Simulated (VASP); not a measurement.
Input of a VASP 6.6.1 run:

Contents of INCAR:

```
SYSTEM = SiB2
PREC = Accurate ; ENCUT = 600
EDIFF = 1E-6 ; ISMEAR = 0
SIGMA = 0.1 ; LREAL = .FALSE.
LASPH = .TRUE. ; NELM = 60
ALGO = Normal ; ISIF = 3
LWAVE = .FALSE. ; LCHARG = .FALSE.
GGA = PE ; IBRION = 2
NSW = 100 ; EDIFFG = -0.01
```

Contents of KPOINTS:

```
Automatic mesh
0
G
  12 12 4
  0 0 0
```

POSCAR

```
SiB2
1.0
    2.9746487628      0.0000000000      0.0000000000
   -1.4873243814      2.5761213959      0.0000000000
    0.0000000000      0.0000000000      7.4215090360
Si B
2 4
Direct
    0.3333333333      0.6666666667      0.2500000000
    0.6666666667      0.3333333333      0.7500000000
    0.3333333333      0.6666666667      0.9761933612
    0.6666666667      0.3333333333      0.0238066388
    0.6666666667      0.3333333333      0.4761933612
    0.3333333333      0.6666666667      0.5238066388
```

Potentials or basis: VASP PAW PBE potentials, release 64 (Si, B).

Launch:

```console
$ cat potpaw_PBE.64/Si/POTCAR potpaw_PBE.64/B/POTCAR > POTCAR
$ mpirun -np 1 vasp_std > vasp.out
```

(1) What does it give for the relaxed cell?

(2) What does it give for the relaxed volume?

(3) What does it give for the band gap on the k mesh?

(4) Estimate the space group after relaxing (to 0.1 Å).

Answers

(1) a = 2.983 Å, b = 2.983 Å, c = 7.269 Å, α = 90.00°, β = 90.00°, γ = 120.00°.

(2) 9.34 Å³/atom.

(3) zero (bands 10 and 11 overlap by 6.02 eV).

(4) P6_3/mmc (No. 194).
